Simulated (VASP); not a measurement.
# Li8HCl8 (a cell with a defect) in VASP: further runs

Runs on Li8HCl8 (a cell with a defect). Level: PBEsol. Tasks: single point.

Program: VASP 6.6.1. These are calculated values, not measurements. Logs are shortened: lines on timing, memory, paths and dates and some standing lists are left out, and cuts for length are marked.

## (1) The cell of the first run

The cell holds a defect, 17 atoms: a = 7.190 Å, b = 7.190 Å, c = 7.190 Å, α = 60.00°, β = 60.00°, γ = 60.00°.

## (2) Single point, PBEsol, collinear spin

File INCAR:

```
PREC = Accurate ; ENCUT = 520
EDIFF = 1E-7 ; ISMEAR = 0
SIGMA = 0.02 ; LREAL = Auto
LASPH = True ; NELM = 150
ALGO = Normal ; ISIF = 2
LWAVE = False ; LCHARG = True
ISPIN = 2 ; MAGMOM = 0 0 0 0 0 0 0 0 0.07 0.07 0.07 0 0.07 0 0 0 0.54
LORBIT = 11 ; GGA = PS
LELF = True ; LVHAR = True
NBANDS = 58
```

File KPOINTS:

```
Automatic mesh
0
Gamma
  2 2 2
```

File POSCAR:

```
Li8HCl8
1.0
    0.0000000000      5.0842450000      5.0842450000
    5.0842450000      0.0000000000      5.0842450000
    5.0842450000      5.0842450000      0.0000000000
Li Cl H
8 8 1
Direct
   -0.0010993766     -0.0011524818      0.0022136030
   -0.0009827418     -0.0009382907      0.4996894327
   -0.0105885928      0.5099461179      0.0007247880
   -0.0024748021      0.5002944390      0.5009728091
    0.5098492500     -0.0107035558      0.0009620897
    0.5007411130     -0.0030286699      0.5010274879
    0.4952570146      0.4951317256      0.0086408110
    0.4944971181      0.4943570776      0.5010884605
    0.2501201260      0.2501576930      0.2186987448
    0.2497967742      0.2497881200      0.7834693253
    0.2474103825      0.7534556262      0.2495865168
    0.2501844423      0.7589600816      0.7455114771
    0.7537037456      0.2473538352      0.2495193485
    0.7589411014      0.2502474802      0.7455371446
    0.7490962768      0.7490872293      0.2515545573
    0.7492797849      0.7492699506      0.7501377294
    0.3175519669      0.3166232154      0.4348828587
```

Potentials or basis: VASP PAW PBE potentials, release 64 (Li_sv, Cl, H).

Launch:

```sh
$ cat potpaw_PBE.64/Li_sv/POTCAR potpaw_PBE.64/Cl/POTCAR potpaw_PBE.64/H/POTCAR > POTCAR
$ mpirun -np 1 vasp_std > vasp.out
```

OUTCAR:

```text
PREC = Accurate
   ENCUT = 520
   EDIFF = 1E-7
   ISMEAR = 0
   LREAL = Auto
   LASPH = True
   NELM = 150
   ISIF = 2
   ISPIN = 2
   LORBIT = 11
   GGA = PS

 ion  position               nearest neighbor table
   1  0.999  0.999  0.002-  13 2.52  11 2.52  12 2.53  14 2.53  15 2.54  10 2.56
   2  0.999  0.999  0.500-  13 2.52  11 2.52  12 2.53  14 2.53  16 2.54   9 2.56
   3  0.989  0.510  0.001-  10 2.44   9 2.44  15 2.49  16 2.50  13 2.54  12 2.59
   4  0.998  0.500  0.501-  14 2.48  15 2.53  16 2.53  11 2.56
   5  0.510  0.989  0.001-  10 2.44   9 2.44  15 2.49  16 2.50  11 2.54  14 2.59
   6  0.501  0.997  0.501-  12 2.48  15 2.53  16 2.53  13 2.56
   7  0.495  0.495  0.009-   9 2.50  11 2.54  13 2.54  16 2.58  14 2.58  12 2.59
   8  0.494  0.494  0.501-  10 2.50  13 2.54  11 2.54  14 2.59  15 2.59  12 2.59
   9  0.250  0.250  0.219-   5 2.44   3 2.44   7 2.50   2 2.56
  10  0.250  0.250  0.783-   3 2.44   5 2.44   8 2.50   1 2.56
  11  0.247  0.753  0.250-   2 2.52   1 2.52   5 2.54   8 2.54   7 2.54   4 2.56
  12  0.250  0.759  0.746-   6 2.48   1 2.53   2 2.53   7 2.59   8 2.59   3 2.59
  13  0.754  0.247  0.250-   2 2.52   1 2.52   3 2.54   8 2.54   7 2.54   6 2.56
  14  0.759  0.250  0.746-   4 2.48   1 2.53   2 2.53   7 2.58   8 2.59   5 2.59
  15  0.749  0.749  0.252-   5 2.49   3 2.49   6 2.53   4 2.53   1 2.54   8 2.59
  16  0.749  0.749  0.750-   3 2.50   5 2.50   6 2.53   4 2.53   2 2.54   7 2.58
  17  0.318  0.317  0.435-

  LATTYP: Found a face centered cubic cell.
 ALAT       =    10.1684900000

  Lattice vectors:

 A1 = (   0.0000000000,   5.0842450000,   5.0842450000)
 A2 = (   5.0842450000,   0.0000000000,   5.0842450000)
 A3 = (   5.0842450000,   5.0842450000,   0.0000000000)

Analysis of symmetry for initial positions (statically):
=====================================================================
 Subroutine PRICEL returns:
 Original cell was already a primitive cell.

 Routine SETGRP: Setting up the symmetry group for a
 face centered cubic supercell.

 Subroutine GETGRP returns: Found  1 space group operations
 (whereof  1 operations were pure point group operations)
 out of a pool of 48 trial point group operations.

The static configuration has the point symmetry C_1 .

Analysis of symmetry for dynamics (positions and initial velocities):
=====================================================================
 Subroutine PRICEL returns:
 Original cell was already a primitive cell.

 Routine SETGRP: Setting up the symmetry group for a
 face centered cubic supercell.

 Subroutine GETGRP returns: Found  1 space group operations
 (whereof  1 operations were pure point group operations)
 out of a pool of 48 trial point group operations.

The dynamic configuration has the point symmetry C_1 .

Analysis of structural, dynamic, and magnetic symmetry:
=====================================================================
 Subroutine PRICEL returns:
 Original cell was already a primitive cell.

 Routine SETGRP: Setting up the symmetry group for a
 face centered cubic supercell.

 Subroutine GETGRP returns: Found  1 space group operations
 (whereof  1 operations were pure point group operations)
 out of a pool of 48 trial point group operations.

The overall configuration has the point symmetry C_1 .

 Subroutine INISYM returns: Found  1 space group operations
 (whereof  1 operations are pure point group operations),
 and found     1 'primitive' translations

----------------------------------------------------------------------------------------

                                     Primitive cell

  volume of cell :     262.8509

  direct lattice vectors                    reciprocal lattice vectors
     0.000000000  5.084245000  5.084245000    -0.098343018  0.098343018  0.098343018
     5.084245000  0.000000000  5.084245000     0.098343018 -0.098343018  0.098343018
     5.084245000  5.084245000  0.000000000     0.098343018  0.098343018 -0.098343018

  length of vectors
     7.190208233  7.190208233  7.190208233     0.170335105  0.170335105  0.170335105

  position of ions in fractional coordinates (direct lattice)
     0.998900623  0.998847518  0.002213603
     0.999017258  0.999061709  0.499689433
     0.989411407  0.509946118  0.000724788
     0.997525198  0.500294439  0.500972809
     0.509849250  0.989296444  0.000962090
     0.500741113  0.996971330  0.501027488
[... 9 lines left out ...]
     0.749279785  0.749269951  0.750137729
     0.317551967  0.316623215  0.434882859

  ion indices of the primitive-cell ions
   primitive index   ion index
                 1           1
                 2           2
                 3           3
                 4           4
                 5           5
                 6           6
[... 9 lines left out ...]
                16          16
                17          17

----------------------------------------------------------------------------------------

 KPOINTS: Automatic mesh

Automatic generation of k-mesh.
 Grid dimensions read from file:
 generate k-points for:    2    2    2

 Generating k-lattice:

  Cartesian coordinates                     Fractional coordinates (reciprocal lattice)
    -0.049171509  0.049171509  0.049171509     0.500000000  0.000000000  0.000000000
     0.049171509 -0.049171509  0.049171509     0.000000000  0.500000000  0.000000000
     0.049171509  0.049171509 -0.049171509     0.000000000  0.000000000  0.500000000

  Length of vectors
     0.085167552  0.085167552  0.085167552

  Shift w.r.t. Gamma in fractional coordinates (k-lattice)
     0.000000000  0.000000000  0.000000000

 Subroutine IBZKPT returns following result:
 ===========================================

 Found      8 irreducible k-points:

 Following reciprocal coordinates:
            Coordinates               Weight
  0.000000  0.000000  0.000000      1.000000
  0.500000  0.000000  0.000000      1.000000
  0.000000  0.500000  0.000000      1.000000
  0.000000  0.000000  0.500000      1.000000
  0.500000  0.500000  0.500000      1.000000
  0.500000  0.500000  0.000000      1.000000
  0.000000  0.500000  0.500000      1.000000
  0.500000  0.000000  0.500000      1.000000
   k-points           NKPTS =      8   k-points in BZ     NKDIM =      8   number of bands    NBANDS=     58
   number of dos      NEDOS =    301   number of ions     NIONS =     17
   total plane-waves  NPLWV = 157464
   dimension x,y,z NGX =    54 NGY =   54 NGZ =   54
   dimension x,y,z NGXF=   108 NGYF=  108 NGZF=  108
   ions per type =               8   8   1
   NGX,Y,Z   is equivalent  to a cutoff of  12.49, 12.49, 12.49 a.u.
   NGXF,Y,Z  is equivalent  to a cutoff of  24.97, 24.97, 24.97 a.u.
 SYSTEM =  unknown system
   PREC   = accura    normal or accurate (medium, high low for compatibility)
   ISTART =      0    job   : 0-new  1-cont  2-samecut
   ICHARG =      2    charge: 1-file 2-atom 10-const
   ISPIN  =      2    spin polarized calculation?
   LNONCOLLINEAR =      F non collinear calculations
   LSORBIT =      F    spin-orbit coupling
   LASPH  =      T    aspherical Exc in radial PAW
   ENCUT  =  520.0 eV  38.22 Ry    6.18 a.u.  13.37 13.37 13.37*2*pi/ulx,y,z
   NELM   =    150;   NELMIN=  2; NELMDL= -5     # of ELM steps
   EDIFF  = 0.1E-06   stopping-criterion for ELM
   LREAL  =      T    real-space projection
   EDIFFG = 0.1E-05   stopping-criterion for IOM
   NSW    =      0    number of steps for IOM
   IBRION =     -1    ionic relax: 0-MD 1-quasi-New 2-CG
   NFREE  =      0    steps in history (QN), initial steepest desc. (CG)
   ISIF   =      2    stress and relaxation
   ISYM   =      2    0-nonsym 1-usesym 2-fastsym
   POTIM  = 0.5000    time-step for ionic-motion
   TEBEG  =    0.0;   TEEND  =   0.0 temperature during run
   PSTRESS=    0.0 pullay stress
   NELECT =      81.0000    total number of electrons
   NUPDOWN=      -1.0000    fix difference up-down
   EMIN   =  10.00;   EMAX   =-10.00  energy-range for DOS
   EFERMI =   0.00;   METHOD = LEGACY
   ISMEAR =     0;   SIGMA  =   0.02  broadening in eV -4-tet -1-fermi 0-gaus
   EFERMI_NEDOS =   21; number of points for ismear=-14 and -15
   IALGO  =     38    algorithm
   IMIX   =      4    mixing-type and parameters
     AMIX     =   0.40;   BMIX     =  1.00
     AMIX_MAG =   1.60;   BMIX_MAG =  1.00
  volume/ion in A,a.u.               =      15.46       104.34
  Fermi-wavevector in a.u.,A,eV,Ry     =   1.105775  2.089611 16.636360  1.222738
  Thomas-Fermi vector in A             =   2.242267
   LORBIT       =     11    0 simple, 1 ext, 2 COOP (PROOUT), +10 PAW based schemes
   GGA     = PS    functional components
   LHFCALC =     F    Hartree Fock is set to
   AEXX    =    0.0000 exact exchange contribution
   IVDW    =     0    specifies the selected vdW correction
   LEPSILON=     F    determine dielectric tensor
   LRPA    =     F    only Hartree local field effects (RPA)
 spin polarized calculation
 Gauss-broadening in eV      SIGMA  =   0.02
  energy-cutoff  :      520.00
  volume of cell :      262.85
 maximum number of plane-waves:      7120
 NGX is ok and might be reduce to    54
   NGX = 27   NGY = 27   NGZ = 27

 number of electron      81.0000004 magnetization       0.9999940

 Free energy of the ion-electron system (eV)
  ---------------------------------------------------
  ext. energy  EPLUGINS =         0.00000000
  ---------------------------------------------------
  free energy    TOTEN  =       -61.45455506 eV

  energy without entropy =      -61.45455506  energy(sigma->0) =      -61.45455506

 E-fermi :   3.9263     XC(G=0):  -9.1007

 val. band max:        3.8118964958   @ k =   0.5000   0.0000   0.5000
 cond. band min:       4.1283556972   @ k =   0.0000   0.0000   0.0000
 fundamental gap:      0.3164592015
 Fermi energy:         3.9263405131

 spin component 1

 k-point     1 :       0.0000    0.0000    0.0000
  band No.  band energies     occupation
      1     -42.0267      1.00000
      2     -42.0235      1.00000
      3     -42.0086      1.00000
      4     -42.0061      1.00000
      5     -41.9409      1.00000
      6     -41.9398      1.00000
[... 44 lines left out ...]
     51       8.8480      0.00000
     52       9.7284      0.00000
[... 383 lines left out ...]
     51      10.1990      0.00000
     52      10.4945      0.00000
 Fermi energy:         3.9263405131

 spin component 2

 k-point     1 :       0.0000    0.0000    0.0000
  band No.  band energies     occupation
      1     -42.0273      1.00000
      2     -42.0241      1.00000
      3     -41.9992      1.00000
      4     -41.9965      1.00000
      5     -41.9408      1.00000
      6     -41.9396      1.00000
[... 44 lines left out ...]
     51       8.8520      0.00000
     52       9.8309      0.00000
[... 383 lines left out ...]
     51      10.2517      0.00000
     52      10.5221      0.00000
 [bands above 52 left out]

------------------------ aborting loop because EDIFF is reached ----------------------------------------

  FORCE on cell =-STRESS in cart. coord.  units (eV):
  Direction    XX          YY          ZZ          XY          YZ          ZX
  --------------------------------------------------------------------------------------
  -------------------------------------------------------------------------------------
  Total        2.3535023      2.3539377      0.5432304      1.4063926     -0.0117344     -0.0178400
  in kB       14.3455037     14.3481576      3.3111987      8.5725053     -0.0715259     -0.1087418
  external PRESSURE =      10.6682867 kB  Pullay stress =       0.0000000 kB

 VOLUME and BASIS-vectors are now :
 -----------------------------------------------------------------------------
  energy-cutoff  :      520.00
  volume of cell :      262.85
      direct lattice vectors                 reciprocal lattice vectors
     0.000000000  5.084245000  5.084245000    -0.098343018  0.098343018  0.098343018
     5.084245000  0.000000000  5.084245000     0.098343018 -0.098343018  0.098343018
     5.084245000  5.084245000  0.000000000     0.098343018  0.098343018 -0.098343018

 POSITION                                       TOTAL-FORCE (eV/Angst)
 -----------------------------------------------------------------------------------
      5.08964      5.08991     10.15704         0.001000      0.001084      0.046603
      7.62002      7.61979     10.15872         0.001452      0.001758      0.045806
      2.59638      5.03409      7.62310        -0.010558      0.010991      0.014283
      5.09069      7.61873      7.61528         0.041199     -0.042794     -0.013728
      5.03472      2.59709      7.62202         0.009835     -0.011622      0.015322
      7.61619      5.09324      7.61474        -0.043362      0.041972     -0.014347
[... 9 lines left out ...]
      7.62336      7.62341      7.61899        -0.002645     -0.002422      0.008717
      3.82084      3.82556      3.22430        -0.002631     -0.004421      0.248210
 -----------------------------------------------------------------------------------
    total drift:                               -0.000232      0.000306     -0.000662

  FREE ENERGIE OF THE ION-ELECTRON SYSTEM (eV)
  ---------------------------------------------------
  free  energy   TOTEN  =       -61.4545550640 eV

  energy  without entropy=      -61.4545550640  energy(sigma->0) =      -61.45455506

 total charge

# of ion       s       p       d       tot
------------------------------------------
    1        2.008   0.041   0.000   2.048
    2        2.008   0.040   0.000   2.048
    3        2.010   0.045   0.000   2.055
    4        2.008   0.042   0.000   2.050
    5        2.010   0.045   0.000   2.055
    6        2.008   0.042   0.000   2.050
[... 9 lines left out ...]
   16        1.579   3.570   0.000   5.148
   17        0.446   0.008   0.000   0.454
--------------------------------------------------
tot         29.165  28.820   0.000  57.985

 magnetization (x)

# of ion       s       p       d       tot
------------------------------------------
    1        0.000   0.000   0.000   0.000
    2        0.000   0.000   0.000   0.000
    3        0.000   0.001   0.000   0.002
    4        0.001   0.004   0.000   0.005
    5        0.000   0.001   0.000   0.002
    6        0.001   0.004   0.000   0.005
[... 9 lines left out ...]
   16        0.000  -0.000   0.000  -0.000
   17        0.290   0.001   0.000   0.291
--------------------------------------------------
tot          0.322   0.257   0.000   0.579
```

It took 16 min on 1 thread of Intel Xeon 8259CL, shared host; peak memory 0.58 GiB.

Results:

```
Free energy                                           : -61.4546 eV
Largest force                                         : 0.248 eV/Å
Band gap on the k mesh                                : 0.32 eV
Net moment                                            : 1.00 μB per cell
Site moments                                          : Li +0.00, +0.01, -0.00 (each value once); Cl +0.11, +0.12, +0.02, -0.00 (each value once); H +0.29 μB
Valence electrons inside the program's atomic spheres : Li 2.05, 2.06, 2.04 (each value once); Cl 5.13, 5.14, 5.15 (each value once); H 0.45
```

Forces on the atoms (eV/Å):
```
Li   0.001  0.001  0.047
Li   0.001  0.002  0.046
Li  -0.011  0.011  0.014
Li   0.041 -0.043 -0.014
Li   0.010 -0.012  0.015
Li  -0.043  0.042 -0.014
Li  -0.024 -0.024  0.007
Li   0.026  0.026  0.011
Cl   0.096  0.095 -0.186
Cl  -0.097 -0.098 -0.188
Cl  -0.024  0.026 -0.032
Cl   0.007 -0.007  0.030
Cl   0.026 -0.024 -0.032
Cl  -0.008  0.007  0.030
Cl   0.003  0.004  0.010
Cl  -0.003 -0.002  0.009
H   -0.003 -0.004  0.248
```

Caveat: the k points lie up to 0.54 Å⁻¹ apart; the cutoff is under 1.25 times the usual one of these potentials, so pressure, stress and relaxed cells hold a basis-set (Pulay) error; the PAW data sets were made with another functional, which shifts forces and pressure a little.

(Part 1 of 2 ends here.)

The gap in the log of VASP goes by the Fermi energy; the results here count the filled bands.